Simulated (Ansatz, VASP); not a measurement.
Two plane-wave programs on Zr

File INCAR:

```
PREC     = Accurate       # precision mode
ENCUT    = 500            # plane-wave cutoff, eV
EDIFF    = 1E-6           # SCF threshold, eV
ISMEAR   = 0              # smearing method
SIGMA    = 0.1            # smearing width, eV
LREAL    = False          # projectors in reciprocal space
LASPH    = True           # aspherical terms in the spheres
NELM     = 120            # most SCF steps
ALGO     = Normal         # electronic algorithm
ISIF     = 2              # what is computed and relaxed
LWAVE    = False          # write WAVECAR
LCHARG   = False          # write CHGCAR
GGA      = PE             # functional
NBANDS   = 19             # bands
GGA_COMPAT= False
```

Contents of KPOINTS:

```
regular mesh
0
Gamma
  6 6 4
```

Contents of POSCAR:

```
Zr
1.0
    3.2319982225      0.0000000000      0.0000000000
   -1.6159991112      2.7989925656      0.0000000000
    0.0000000000      0.0000000000      5.1470000000
Zr
2
Direct
    0.3333333333      0.6666666667      0.2500000000
    0.6666666667      0.3333333333      0.7500000000
```

Input for Ansatz:

```yaml
crystal:
  lattice:
    - [3.2319982225, 0.0, 0.0]
    - [-1.6159991112, 2.7989925656, 0.0]
    - [0.0, 0.0, 5.147]
  atoms:
    - { symbol: Zr, position: [0.3333333333, 0.6666666667, 0.25] }
    - { symbol: Zr, position: [0.6666666667, 0.3333333333, 0.75] }
basis:
  ecutwfc: 420
kpoints:
  mp_grid: { grid: [6, 6, 4] }
hamiltonian:
  xc: pbe
scf:
  occupations: { method: gaussian, width: 0.1 }
output:
  forces: true
  stress: true
  eigenvalues: true
```

Alike in both runs: task single point; functional PBE; k mesh 6 × 6 × 4; occupations gaussian, width 0.1 eV; no spin polarisation.

```csv
,VASP,Ansatz
version,VASP 6.6.1,Ansatz 0.2.0
potentials or method,"VASP PAW PBE potentials, release 64 (Zr_sv), cutoff 500 eV","scalar-relativistic, plane waves, PAW"
valence electrons in the cell,24,24
```

VASP gave:

```
gap on the k mesh at the Fermi level (eV)                     : none
pressure (GPa)                                                : 0.3
traceless stress, the component that is largest in VASP (GPa) : 0.54
```

**Question.** Estimate Ansatz's values.

**Answer.** gap on the k mesh at the Fermi level (eV): none; pressure (GPa): 0.2; traceless stress, the component that is largest in VASP (GPa): 0.54.

A gap of «none» marks a metal or a gap that the smearing closes.

The k mesh is coarse, so the values compare programs but aren't converged.
